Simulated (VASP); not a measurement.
# GeCN2 (R-3m) in VASP: further runs, part 2 of 2

VASP 6.6.1. Earlier steps stand in the parts before.

### Step 5. Single point, PBEsol

This run uses another cell than the first one, of 12.12 Å³/atom, 0.884 times its volume.

Contents of INCAR:

```
SYSTEM = GeCN2
PREC = Accurate
ENCUT = 520
EDIFF = 1E-6
ISMEAR = -1
SIGMA = 0.05
LREAL = .False.
LASPH = .True.
NELM = 60
ALGO = Normal
ISIF = 2
LWAVE = .False.
LCHARG = .True.
GGA = PS
LELF = .True.
LVHAR = .True.
NBANDS = 22
```

Contents of KPOINTS:

```
regular mesh
0
Gamma
  9 9 9
  0 0 0
```

Contents of POSCAR:

```
GeCN2
1.0
    1.6952481767      0.9787519911      4.8707202346
   -1.6952481767      0.9787519911      4.8707202346
    0.0000000000     -1.9575039823      4.8707202346
Ge N C
1 2 1
Direct
    0.0000000000      0.0000000000      0.0000000000
    0.5845650899      0.5845650899      0.5845650899
    0.4154349101      0.4154349101      0.4154349101
    0.5000000000      0.5000000000      0.5000000000
```

Potentials or basis: VASP PAW PBE potentials, release 64 (Ge_d, N, C).

Run with:

```bash
$ cat potpaw_PBE.64/Ge_d/POTCAR potpaw_PBE.64/N/POTCAR potpaw_PBE.64/C/POTCAR > POTCAR
$ mpirun -np 1 vasp_std > vasp.out
```

OUTCAR:

```text
SYSTEM = GeCN2
   PREC = Accurate
   ENCUT = 520
   EDIFF = 1E-6
   ISMEAR = -1
   LREAL = .False.
   LASPH = .True.
   NELM = 60
   ISIF = 2
   GGA = PS

 ion  position               nearest neighbor table
   1  0.000  0.000  0.000-   2 2.30   3 2.30   2 2.30   2 2.30   3 2.30   3 2.30
   2  0.585  0.585  0.585-   4 1.24   1 2.30   1 2.30   1 2.30
   3  0.415  0.415  0.415-   4 1.24   1 2.30   1 2.30   1 2.30
   4  0.500  0.500  0.500-   2 1.24   3 1.24

  LATTYP: Found a trigonal (rhomboedric) cell.
 ALAT       =     5.2493559076
 COS(alpha) =     0.7914143008

  Lattice vectors:

 A1 = (   1.6952481767,   0.9787519911,   4.8707202346)
 A2 = (  -1.6952481767,   0.9787519911,   4.8707202346)
 A3 = (   0.0000000000,  -1.9575039823,   4.8707202346)

Analysis of symmetry for initial positions (statically):
=====================================================================
 Subroutine PRICEL returns:
 Original cell was already a primitive cell.

 Routine SETGRP: Setting up the symmetry group for a
 trigonal (rhombohedral) supercell.

 Subroutine GETGRP returns: Found 12 space group operations
 (whereof 12 operations were pure point group operations)
 out of a pool of 12 trial point group operations.

The static configuration has the point symmetry D_3d.

Analysis of symmetry for dynamics (positions and initial velocities):
=====================================================================
 Subroutine PRICEL returns:
 Original cell was already a primitive cell.

 Routine SETGRP: Setting up the symmetry group for a
 trigonal (rhombohedral) supercell.

 Subroutine GETGRP returns: Found 12 space group operations
 (whereof 12 operations were pure point group operations)
 out of a pool of 12 trial point group operations.

The dynamic configuration has the point symmetry D_3d.

 Subroutine INISYM returns: Found 12 space group operations
 (whereof 12 operations are pure point group operations),
 and found     1 'primitive' translations

----------------------------------------------------------------------------------------

                                     Primitive cell

  volume of cell :      48.4898

  direct lattice vectors                    reciprocal lattice vectors
     1.695248177  0.978751991  4.870720235     0.294942066  0.170284881  0.068436149
    -1.695248177  0.978751991  4.870720235    -0.294942066  0.170284881  0.068436149
     0.000000000 -1.957503982  4.870720235     0.000000000 -0.340569763  0.068436149

  length of vectors
     5.249355908  5.249355908  5.249355908     0.347377705  0.347377705  0.347377705

  position of ions in fractional coordinates (direct lattice)
     0.000000000  0.000000000  0.000000000
     0.584565090  0.584565090  0.584565090
     0.415434910  0.415434910  0.415434910
     0.500000000  0.500000000  0.500000000

  ion indices of the primitive-cell ions
   primitive index   ion index
                 1           1
                 2           2
                 3           3
                 4           4

----------------------------------------------------------------------------------------

 KPOINTS: regular mesh

Automatic generation of k-mesh.
 Grid dimensions read from file:
 generate k-points for:    9    9    9

 Generating k-lattice:

  Cartesian coordinates                     Fractional coordinates (reciprocal lattice)
     0.032771341  0.018920542  0.007604017     0.111111111  0.000000000  0.000000000
    -0.032771341  0.018920542  0.007604017     0.000000000  0.111111111  0.000000000
     0.000000000 -0.037841085  0.007604017     0.000000000  0.000000000  0.111111111

  Length of vectors
     0.038597523  0.038597523  0.038597523

  Shift w.r.t. Gamma in fractional coordinates (k-lattice)
     0.000000000  0.000000000  0.000000000

 Subroutine IBZKPT returns following result:
 ===========================================

 Found     85 irreducible k-points:

 Following reciprocal coordinates:
            Coordinates               Weight
  0.000000  0.000000  0.000000      1.000000
  0.111111 -0.000000  0.000000      6.000000
  0.222222 -0.000000  0.000000      6.000000
  0.333333 -0.000000  0.000000      6.000000
  0.444444 -0.000000  0.000000      6.000000
  0.111111  0.111111  0.000000      6.000000
[... 16 lines left out ...]
 -0.333333  0.333333  0.000000      6.000000
  0.444444  0.444444  0.000000      6.000000
 [... further k-points ...]
   k-points           NKPTS =     85   k-points in BZ     NKDIM =     85   number of bands    NBANDS=     22
   number of dos      NEDOS =    301   number of ions     NIONS =      4
   total plane-waves  NPLWV =  64000
   dimension x,y,z NGX =    40 NGY =   40 NGZ =   40
   dimension x,y,z NGXF=    80 NGYF=   80 NGZF=   80
   ions per type =               1   2   1
   NGX,Y,Z   is equivalent  to a cutoff of  12.67, 12.67, 12.67 a.u.
   NGXF,Y,Z  is equivalent  to a cutoff of  25.34, 25.34, 25.34 a.u.
 SYSTEM =  GeCN2
   PREC   = accura    normal or accurate (medium, high low for compatibility)
   ISTART =      0    job   : 0-new  1-cont  2-samecut
   ICHARG =      2    charge: 1-file 2-atom 10-const
   ISPIN  =      1    spin polarized calculation?
   LNONCOLLINEAR =      F non collinear calculations
   LSORBIT =      F    spin-orbit coupling
   LASPH  =      T    aspherical Exc in radial PAW
   ENCUT  =  520.0 eV  38.22 Ry    6.18 a.u.   9.76  9.76  9.76*2*pi/ulx,y,z
   NELM   =     60;   NELMIN=  2; NELMDL= -5     # of ELM steps
   EDIFF  = 0.1E-05   stopping-criterion for ELM
   LREAL  =      F    real-space projection
   EDIFFG = 0.1E-04   stopping-criterion for IOM
   NSW    =      0    number of steps for IOM
   IBRION =     -1    ionic relax: 0-MD 1-quasi-New 2-CG
   NFREE  =      0    steps in history (QN), initial steepest desc. (CG)
   ISIF   =      2    stress and relaxation
   ISYM   =      2    0-nonsym 1-usesym 2-fastsym
   POTIM  = 0.5000    time-step for ionic-motion
   TEBEG  =    0.0;   TEEND  =   0.0 temperature during run
   PSTRESS=    0.0 pullay stress
   NELECT =      28.0000    total number of electrons
   NUPDOWN=      -1.0000    fix difference up-down
   EMIN   =  10.00;   EMAX   =-10.00  energy-range for DOS
   EFERMI =   0.00;   METHOD = LEGACY
   ISMEAR =    -1;   SIGMA  =   0.05  broadening in eV -4-tet -1-fermi 0-gaus
   EFERMI_NEDOS =   21; number of points for ismear=-14 and -15
   IALGO  =     38    algorithm
   IMIX   =      4    mixing-type and parameters
     AMIX     =   0.40;   BMIX     =  1.00
     AMIX_MAG =   1.60;   BMIX_MAG =  1.00
  volume/ion in A,a.u.               =      12.12        81.81
  Fermi-wavevector in a.u.,A,eV,Ry     =   1.363256  2.576180 25.285973  1.858467
  Thomas-Fermi vector in A             =   2.489675
   LORBIT       =      0    0 simple, 1 ext, 2 COOP (PROOUT), +10 PAW based schemes
   GGA     = PS    functional components
   LHFCALC =     F    Hartree Fock is set to
   AEXX    =    0.0000 exact exchange contribution
   IVDW    =     0    specifies the selected vdW correction
   LEPSILON=     F    determine dielectric tensor
   LRPA    =     F    only Hartree local field effects (RPA)
 non-spin polarized calculation
  energy-cutoff  :      520.00
  volume of cell :       48.49
 maximum number of plane-waves:      1335
   NGX = 19   NGY = 19   NGZ = 19

 number of electron      28.0000007 magnetization

 Free energy of the ion-electron system (eV)
  ---------------------------------------------------
  ext. energy  EPLUGINS =         0.00000000
  ---------------------------------------------------
  free energy    TOTEN  =       -30.57367980 eV

  energy without entropy =      -30.57367621  energy(sigma->0) =      -30.57367801

 E-fermi :   5.5091     XC(G=0): -10.5631

 val. band max:        5.0722918416   @ k =  -0.4444  -0.4444   0.3333
 cond. band min:       5.8729585735   @ k =   0.4444   0.4444   0.4444
 fundamental gap:      0.8006667319
 Fermi energy:         5.5091141303

 k-point     1 :       0.0000    0.0000    0.0000
  band No.  band energies     occupation
      1     -19.8395      2.00000
      2     -19.8395      2.00000
      3     -19.8353      2.00000
      4     -19.8148      2.00000
      5     -19.8148      2.00000
      6     -15.1763      2.00000
[... 574 lines left out ...]
      6     -14.5398      2.00000
[... 14 lines left out ...]
     21      13.8386      0.00000
     22      17.1216      0.00000

 [... further k-points ...]

------------------------ aborting loop because EDIFF is reached ----------------------------------------

  FORCE on cell =-STRESS in cart. coord.  units (eV):
  Direction    XX          YY          ZZ          XY          YZ          ZX
  --------------------------------------------------------------------------------------
  -------------------------------------------------------------------------------------
  Total        1.4278967      1.4278967      1.8445482      0.0000000     -0.0000000      0.0000000
  in kB       47.1798963     47.1798963     60.9467028      0.0000000     -0.0000000      0.0000000
  external PRESSURE =      51.7688318 kB  Pullay stress =       0.0000000 kB

 VOLUME and BASIS-vectors are now :
 -----------------------------------------------------------------------------
  energy-cutoff  :      520.00
  volume of cell :       48.49
      direct lattice vectors                 reciprocal lattice vectors
     1.695248177  0.978751991  4.870720235     0.294942066  0.170284881  0.068436149
    -1.695248177  0.978751991  4.870720235    -0.294942066  0.170284881  0.068436149
     0.000000000 -1.957503982  4.870720235     0.000000000 -0.340569763  0.068436149

 POSITION                                       TOTAL-FORCE (eV/Angst)
 -----------------------------------------------------------------------------------
      0.00000      0.00000      0.00000        -0.000000      0.000000     -0.000000
      0.00000     -0.00000      8.54176        -0.000000     -0.000000      0.146783
      0.00000     -0.00000      6.07040        -0.000000      0.000000     -0.146783
      0.00000     -0.00000      7.30608         0.000000     -0.000000      0.000000
 -----------------------------------------------------------------------------------
    total drift:                               -0.000000     -0.000000     -0.000000

  FREE ENERGIE OF THE ION-ELECTRON SYSTEM (eV)
  ---------------------------------------------------
  free  energy   TOTEN  =       -30.5736797980 eV

  energy  without entropy=      -30.5736762132  energy(sigma->0) =      -30.57367801
```

It took 78 s on 1 thread of Intel Xeon Platinum 8488C (Sapphire Rapids), shared host; peak memory 0.28 GiB.

What came out:

```yaml
Free_energy: -30.5737 eV
Pressure: 5.2 GPa
Largest_force: 0.147 eV/Å
Band_gap_on_the_k_mesh: 0.80 eV, indirect (least direct gap 1.43 eV)
```

Forces on the atoms (eV/Å):
```
Ge   0.000  0.000  0.000
N    0.000  0.000  0.147
N    0.000  0.000 -0.147
C    0.000  0.000  0.000
```

Levels at points of the mesh, in eV from the valence-band top:
```csv
k point,band 10,band 11,band 12,band 13,band 14,band 15,band 16,band 17,band 18,band 19
"(0.00, 0.00, 0.00)",-5.84,-5.84,-2.66,-2.66,-1.73,2.39,3.09,3.09,4.63,7.10
```

Caveat: the PAW data sets were made with another functional, which shifts forces and pressure a little. A hybrid or GW would open this gap; PBEsol tends to underestimate it.

### Step 6. Single point, PBEsol

This run uses another cell than the first one, of 12.99 Å³/atom, 0.947 times its volume.

Contents of INCAR:

```
  PREC = Accurate
  ENCUT = 520
  EDIFF = 1E-7
  ISMEAR = -1
  SIGMA = 0.05
  LREAL = False
  LASPH = True
  NELM = 60
  ALGO = Normal
  ISIF = 2
  LWAVE = False
  LCHARG = False
  GGA = PS
  NBANDS = 22
```

Contents of KPOINTS:

```
regular mesh
0
Gamma
  9 9 9
```

Contents of POSCAR:

```
GeCN2
1.0
    1.7521932674      1.0116292546      4.8873624940
   -1.7521932674      1.0116292546      4.8873624940
    0.0000000000     -2.0232585092      4.8873624940
Ge N C
1 2 1
Direct
    0.0000000000      0.0000000000      0.0000000000
    0.5843943463      0.5843943463      0.5843943463
    0.4156056537      0.4156056537      0.4156056537
    0.5000000000      0.5000000000      0.5000000000
```

Potentials or basis: VASP PAW PBE potentials, release 64 (Ge_d, N, C).

Run with:

```bash
$ cat potpaw_PBE.64/Ge_d/POTCAR potpaw_PBE.64/N/POTCAR potpaw_PBE.64/C/POTCAR > POTCAR
$ mpirun -np 1 vasp_std > vasp.out
```

It took 79 s on 1 thread of Intel Xeon Platinum 8488C (Sapphire Rapids), shared host; peak memory 0.29 GiB.

The run converged. Its results:

| Property | Result |
| --- | --- |
| Free energy | -30.6259 eV |
| Pressure | 0.2 GPa |
| Largest force | 0.146 eV/Å |
| Band gap on the k mesh | 0.93 eV, indirect (least direct gap 1.65 eV) |

Forces in eV/Å, atoms in the order of the input:
```
Ge   0.000  0.000  0.000
N    0.000  0.000  0.146
N    0.000  0.000 -0.146
C    0.000  0.000  0.000
```

Stress tensor (GPa, compression positive):
```
-0.17  0.00  0.00
 0.00 -0.17  0.00
 0.00  0.00  1.08
```

Levels at points of the mesh, in eV from the valence-band top:
| k point | band 12 | band 13 | band 14 | band 15 | band 16 | band 17 |
| --- | --- | --- | --- | --- | --- | --- |
| (0.00, 0.00, 0.00) | -2.18 | -2.18 | -1.88 | 2.46 | 3.22 | 3.22 |

Caveat: the PAW data sets were made with another functional, which shifts forces and pressure a little.

### Step 7. The runs side by side

```tsv
cell	gap on the mesh (eV)	pressure (GPa)	largest force (eV/Å)
a = 5.340 Å, angles 39.3°, 4 atoms	1.00	-3.1	0.19
a = 5.164 Å, angles 34.0°, 4 atoms	none	20.2	0.12
a = 5.218 Å, angles 36.8°, 4 atoms	0.69	10.2	0.15
a = 5.249 Å, angles 37.7°, 4 atoms	0.80	5.2	0.15
a = 5.290 Å, angles 38.7°, 4 atoms	0.93	0.2	0.15
```

Alike in all rows: task single point; level PBEsol; potentials or basis VASP PAW PBE potentials, release 64 (Ge_d, N, C); no spin polarisation; k mesh 9 × 9 × 9; cutoff (eV) 520; smearing fermi-dirac 0.05 eV.

Caveats: the PAW data sets were made with another functional, which shifts forces and pressure a little.

Absolute energies hang on the potentials; compare differences alone.
